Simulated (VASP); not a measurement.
# Tl (P6_3/mmc) in VASP: further runs

Tl is run at these levels: PBEsol; tasks: single point.

All numbers are computed with VASP 6.6.1; they aren't measurements. Logs are shortened: lines on timing, memory, paths and dates and some standing lists are left out, and cuts for length are marked.

### Step 1. The cell of the first run

It takes space group P6_3/mmc (No. 194, hexagonal). Conventional cell: a = 3.509 Å, b = 3.509 Å, c = 11.266 Å, α = 90.00°, β = 90.00°, γ = 120.00°. Within 4.6 Å of Tl (site symmetry -6m2) lie 12 Tl at 3.47 to 3.51 Å. Tl (site symmetry -3m) has 12 Tl at 3.47 to 3.51 Å within 4.6 Å.

### Step 2. Single point, PBEsol

Contents of INCAR:

```
SYSTEM = Tl
PREC = Accurate ; ENCUT = 520
EDIFF = 1E-6 ; ISMEAR = -1
SIGMA = 0.05 ; LREAL = .False.
LASPH = .True. ; NELM = 100
ALGO = Normal ; ISIF = 2
LWAVE = .False. ; LCHARG = .True.
GGA = PS ; LELF = .True.
LVHAR = .True. ; NBANDS = 34
```

Contents of KPOINTS:

```
regular mesh
0
Gamma
  9 9 3
  0 0 0
```

Contents of POSCAR:

```
Tl
1.0
    3.5086375776      0.0000000000      0.0000000000
   -1.7543187888      3.0385692748      0.0000000000
    0.0000000000      0.0000000000     11.2656046300
Tl
4
Direct
    0.6666666667      0.3333333333      0.7500000000
    0.0000000000      0.0000000000      0.5000000000
    0.3333333333      0.6666666667      0.2500000000
    0.0000000000      0.0000000000      0.0000000000
```

Potentials or basis: VASP PAW PBE potentials, release 64 (Tl_d).

Launch:

```sh
$ cat potpaw_PBE.64/Tl_d/POTCAR > POTCAR
$ mpirun -np 1 vasp_std > vasp.out
```

OUTCAR:

```text
SYSTEM = Tl
   PREC = Accurate
   ENCUT = 520
   EDIFF = 1E-6
   ISMEAR = -1
   LREAL = .False.
   LASPH = .True.
   NELM = 100
   ISIF = 2
   GGA = PS

 ion  position               nearest neighbor table
   1  0.667  0.333  0.750-   2 3.47   4 3.47   2 3.47   4 3.47   2 3.47   4 3.47
   2  0.000  0.000  0.500-   1 3.47   3 3.47   3 3.47   1 3.47   1 3.47   3 3.47
   3  0.333  0.667  0.250-   2 3.47   4 3.47   2 3.47   4 3.47   2 3.47   4 3.47
   4  0.000  0.000  0.000-   1 3.47   3 3.47   3 3.47   1 3.47   1 3.47   3 3.47

  LATTYP: Found a hexagonal cell.
 ALAT       =     3.5086375776
 C/A-ratio  =     3.2108202631

  Lattice vectors:

 A1 = (   3.5086375776,   0.0000000000,   0.0000000000)
 A2 = (  -1.7543187888,   3.0385692748,   0.0000000000)
 A3 = (   0.0000000000,   0.0000000000,  11.2656046300)

Analysis of symmetry for initial positions (statically):
=====================================================================
 Subroutine PRICEL returns:
 Original cell was already a primitive cell.

 Routine SETGRP: Setting up the symmetry group for a
 hexagonal supercell.

 Subroutine GETGRP returns: Found 24 space group operations
 (whereof 12 operations were pure point group operations)
 out of a pool of 24 trial point group operations.

The static configuration has the point symmetry D_3d.
 The point group associated with its full space group is D_6h.

Analysis of symmetry for dynamics (positions and initial velocities):
=====================================================================
 Subroutine PRICEL returns:
 Original cell was already a primitive cell.

 Routine SETGRP: Setting up the symmetry group for a
 hexagonal supercell.

 Subroutine GETGRP returns: Found 24 space group operations
 (whereof 12 operations were pure point group operations)
 out of a pool of 24 trial point group operations.

The dynamic configuration has the point symmetry D_3d.
 The point group associated with its full space group is D_6h.

 Subroutine INISYM returns: Found 24 space group operations
 (whereof 12 operations are pure point group operations),
 and found     1 'primitive' translations

----------------------------------------------------------------------------------------

                                     Primitive cell

  volume of cell :     120.1053

  direct lattice vectors                    reciprocal lattice vectors
     3.508637578  0.000000000  0.000000000     0.285010913  0.164551127  0.000000000
    -1.754318789  3.038569275  0.000000000     0.000000000  0.329102255  0.000000000
     0.000000000  0.000000000 11.265604630     0.000000000  0.000000000  0.088765764

  length of vectors
     3.508637578  3.508637578 11.265604630     0.329102255  0.329102255  0.088765764

  position of ions in fractional coordinates (direct lattice)
     0.666666667  0.333333333  0.750000000
     0.000000000  0.000000000  0.500000000
     0.333333333  0.666666667  0.250000000
     0.000000000  0.000000000  0.000000000

  ion indices of the primitive-cell ions
   primitive index   ion index
                 1           1
                 2           2
                 3           3
                 4           4

----------------------------------------------------------------------------------------

 KPOINTS: regular mesh

Automatic generation of k-mesh.
 Grid dimensions read from file:
 generate k-points for:    9    9    3

 Generating k-lattice:

  Cartesian coordinates                     Fractional coordinates (reciprocal lattice)
     0.031667879  0.018283459  0.000000000     0.111111111  0.000000000  0.000000000
     0.000000000  0.036566917  0.000000000     0.000000000  0.111111111  0.000000000
     0.000000000  0.000000000  0.029588588     0.000000000  0.000000000  0.333333333

  Length of vectors
     0.036566917  0.036566917  0.029588588

  Shift w.r.t. Gamma in fractional coordinates (k-lattice)
     0.000000000  0.000000000  0.000000000

 Subroutine IBZKPT returns following result:
 ===========================================

 Found     24 irreducible k-points:

 Following reciprocal coordinates:
            Coordinates               Weight
  0.000000  0.000000  0.000000      1.000000
  0.111111 -0.000000  0.000000      6.000000
  0.222222  0.000000  0.000000      6.000000
  0.333333  0.000000  0.000000      6.000000
  0.444444  0.000000  0.000000      6.000000
  0.111111  0.111111  0.000000      6.000000
[... 16 lines left out ...]
  0.333333  0.222222  0.333333     24.000000
  0.333333  0.333333  0.333333      4.000000
   k-points           NKPTS =     24   k-points in BZ     NKDIM =     24   number of bands    NBANDS=     34
   number of dos      NEDOS =    301   number of ions     NIONS =      4
   total plane-waves  NPLWV =  65856
   dimension x,y,z NGX =    28 NGY =   28 NGZ =   84
   dimension x,y,z NGXF=    56 NGYF=   56 NGZF=  168
   ions per type =               4
   NGX,Y,Z   is equivalent  to a cutoff of  13.27, 13.27, 12.40 a.u.
   NGXF,Y,Z  is equivalent  to a cutoff of  26.53, 26.53, 24.79 a.u.
 SYSTEM =  Tl
   PREC   = accura    normal or accurate (medium, high low for compatibility)
   ISTART =      0    job   : 0-new  1-cont  2-samecut
   ICHARG =      2    charge: 1-file 2-atom 10-const
   ISPIN  =      1    spin polarized calculation?
   LNONCOLLINEAR =      F non collinear calculations
   LSORBIT =      F    spin-orbit coupling
   LASPH  =      T    aspherical Exc in radial PAW
   ENCUT  =  520.0 eV  38.22 Ry    6.18 a.u.   6.52  6.52 20.95*2*pi/ulx,y,z
   NELM   =    100;   NELMIN=  2; NELMDL= -5     # of ELM steps
   EDIFF  = 0.1E-05   stopping-criterion for ELM
   LREAL  =      F    real-space projection
   EDIFFG = 0.1E-04   stopping-criterion for IOM
   NSW    =      0    number of steps for IOM
   IBRION =     -1    ionic relax: 0-MD 1-quasi-New 2-CG
   NFREE  =      0    steps in history (QN), initial steepest desc. (CG)
   ISIF   =      2    stress and relaxation
   ISYM   =      2    0-nonsym 1-usesym 2-fastsym
   POTIM  = 0.5000    time-step for ionic-motion
   TEBEG  =    0.0;   TEEND  =   0.0 temperature during run
   PSTRESS=    0.0 pullay stress
   NELECT =      52.0000    total number of electrons
   NUPDOWN=      -1.0000    fix difference up-down
   EMIN   =  10.00;   EMAX   =-10.00  energy-range for DOS
   EFERMI =   0.00;   METHOD = LEGACY
   ISMEAR =    -1;   SIGMA  =   0.05  broadening in eV -4-tet -1-fermi 0-gaus
   EFERMI_NEDOS =   21; number of points for ismear=-14 and -15
   IALGO  =     38    algorithm
   IMIX   =      4    mixing-type and parameters
     AMIX     =   0.40;   BMIX     =  1.00
     AMIX_MAG =   1.60;   BMIX_MAG =  1.00
  volume/ion in A,a.u.               =      30.03       202.63
  Fermi-wavevector in a.u.,A,eV,Ry     =   1.238479  2.340385 20.869019  1.533830
  Thomas-Fermi vector in A             =   2.373002
   LORBIT       =      0    0 simple, 1 ext, 2 COOP (PROOUT), +10 PAW based schemes
   GGA     = PS    functional components
   LHFCALC =     F    Hartree Fock is set to
   AEXX    =    0.0000 exact exchange contribution
   IVDW    =     0    specifies the selected vdW correction
   LEPSILON=     F    determine dielectric tensor
   LRPA    =     F    only Hartree local field effects (RPA)
 non-spin polarized calculation
  energy-cutoff  :      520.00
  volume of cell :      120.11
 maximum number of plane-waves:      3281
 NGX is ok and might be reduce to    28
   NGX = 13   NGY = 13   NGZ = 41

 number of electron      52.0000014 magnetization

 Free energy of the ion-electron system (eV)
  ---------------------------------------------------
  ext. energy  EPLUGINS =         0.00000000
  ---------------------------------------------------
  free energy    TOTEN  =       -10.44303022 eV

  energy without entropy =      -10.41917578  energy(sigma->0) =      -10.43110300

 E-fermi :   5.8258     XC(G=0): -10.1249

 val. band max:        5.7728659642   @ k =   0.3333   0.1111   0.0000
 cond. band min:       5.8318889051   @ k =   0.3333   0.2222   0.3333
 fundamental gap:      0.0590229409
 Fermi energy:         5.8257521437

 k-point     1 :       0.0000    0.0000    0.0000
  band No.  band energies     occupation
      1      -5.7628      2.00000
      2      -5.6593      2.00000
      3      -5.6358      2.00000
      4      -5.6097      2.00000
      5      -5.6097      2.00000
      6      -5.5831      2.00000
[... 26 lines left out ...]
     33      14.5174      0.00000
     34      15.5756      0.00000

 k-point     2 :       0.1111   -0.0000    0.0000
  band No.  band energies     occupation
      1      -5.7287      2.00000
      2      -5.6473      2.00000
      3      -5.6461      2.00000
      4      -5.6091      2.00000
      5      -5.5932      2.00000
      6      -5.5758      2.00000
[... 26 lines left out ...]
     33      13.9314      0.00000
     34      14.1480      0.00000

 k-point     3 :       0.2222    0.0000    0.0000
  band No.  band energies     occupation
      1      -5.7528      2.00000
      2      -5.6871      2.00000
      3      -5.6831      2.00000
      4      -5.6136      2.00000
      5      -5.6017      2.00000
      6      -5.5382      2.00000
[... 26 lines left out ...]
     33      12.8028      0.00000
     34      12.8299      0.00000

 k-point     4 :       0.3333    0.0000    0.0000
  band No.  band energies     occupation
      1      -5.8324      2.00000
      2      -5.7439      2.00000
      3      -5.7399      2.00000
      4      -5.7168      2.00000
      5      -5.6680      2.00000
      6      -5.5713      2.00000
[... 26 lines left out ...]
     33      11.8505      0.00000
     34      11.8788      0.00000

 k-point     5 :       0.4444    0.0000    0.0000
  band No.  band energies     occupation
      1      -5.8849      2.00000
      2      -5.8111      2.00000
      3      -5.7778      2.00000
      4      -5.7567      2.00000
      5      -5.7199      2.00000
      6      -5.6150      2.00000
[... 621 lines left out ...]
 k-point    22 :       0.2222    0.2222    0.3333
  band No.  band energies     occupation
      1      -5.7336      2.00000
      2      -5.7061      2.00000
      3      -5.6951      2.00000
      4      -5.6635      2.00000
      5      -5.6083      2.00000
      6      -5.5948      2.00000
[... 26 lines left out ...]
     33       9.5802      0.00000
     34      10.3147      0.00000

 k-point    23 :       0.3333    0.2222    0.3333
  band No.  band energies     occupation
      1      -5.7595      2.00000
      2      -5.7506      2.00000
      3      -5.6715      2.00000
      4      -5.6550      2.00000
      5      -5.6167      2.00000
      6      -5.6115      2.00000
[... 26 lines left out ...]
     33       9.2902      0.00000
     34      10.5788      0.00000

 k-point    24 :       0.3333    0.3333    0.3333
  band No.  band energies     occupation
      1      -5.7504      2.00000
      2      -5.7504      2.00000
      3      -5.6726      2.00000
      4      -5.6112      2.00000
      5      -5.5697      2.00000
      6      -5.5697      2.00000
[... 26 lines left out ...]
     33      10.1870      0.00000
     34      10.9566      0.00000

------------------------ aborting loop because EDIFF is reached ----------------------------------------

  FORCE on cell =-STRESS in cart. coord.  units (eV):
  Direction    XX          YY          ZZ          XY          YZ          ZX
  --------------------------------------------------------------------------------------
  -------------------------------------------------------------------------------------
  Total       -1.3232403     -1.3232403     -1.3971385      0.0000000      0.0000000      0.0000000
  in kB      -17.6517245    -17.6517245    -18.6375103      0.0000000      0.0000000      0.0000000
  external PRESSURE =     -17.9803197 kB  Pullay stress =       0.0000000 kB

 VOLUME and BASIS-vectors are now :
 -----------------------------------------------------------------------------
  energy-cutoff  :      520.00
  volume of cell :      120.11
      direct lattice vectors                 reciprocal lattice vectors
     3.508637578  0.000000000  0.000000000     0.285010913  0.164551127  0.000000000
    -1.754318789  3.038569275  0.000000000     0.000000000  0.329102255  0.000000000
     0.000000000  0.000000000 11.265604630     0.000000000  0.000000000  0.088765764

 POSITION                                       TOTAL-FORCE (eV/Angst)
 -----------------------------------------------------------------------------------
      1.75432      1.01286      8.44920         0.000000     -0.000000     -0.000000
      0.00000      0.00000      5.63280         0.000000      0.000000      0.000000
     -0.00000      2.02571      2.81640        -0.000000      0.000000     -0.000000
      0.00000      0.00000      0.00000         0.000000      0.000000      0.000000
 -----------------------------------------------------------------------------------
    total drift:                                0.000000     -0.000000      0.000000

  FREE ENERGIE OF THE ION-ELECTRON SYSTEM (eV)
  ---------------------------------------------------
  free  energy   TOTEN  =       -10.4430302243 eV

  energy  without entropy=      -10.4191757845  energy(sigma->0) =      -10.43110300
```

It took 88 s on 1 thread of Intel Xeon Platinum 8488C (Sapphire Rapids), shared host; peak memory 0.27 GiB.

Results:

```yaml
Free_energy: -10.4430 eV
Pressure: -1.8 GPa
Band_gap_on_the_k_mesh: zero (band 26 reaches 9.10 eV, above the bottom of band 27 at 4.97 eV)
```

Stress tensor (GPa, compression positive):
```
-1.77  0.00  0.00
 0.00 -1.77  0.00
 0.00  0.00 -1.86
```

Levels at points of the mesh, in eV from the Fermi level:
| k point | band 23 | band 24 | band 25 | band 26 | band 27 | band 28 | band 29 | band 30 |
| --- | --- | --- | --- | --- | --- | --- | --- | --- |
| (0.00, 0.00, 0.00) | -8.31 | -5.12 | -2.63 | 3.17 | 3.18 | 7.75 | 7.75 | 8.67 |

Caveat: the PAW data sets were made with another functional, which shifts forces and pressure a little; spin-orbit coupling is left out, which moves the levels of the heavy elements.

(Part 1 of 2 ends here.)
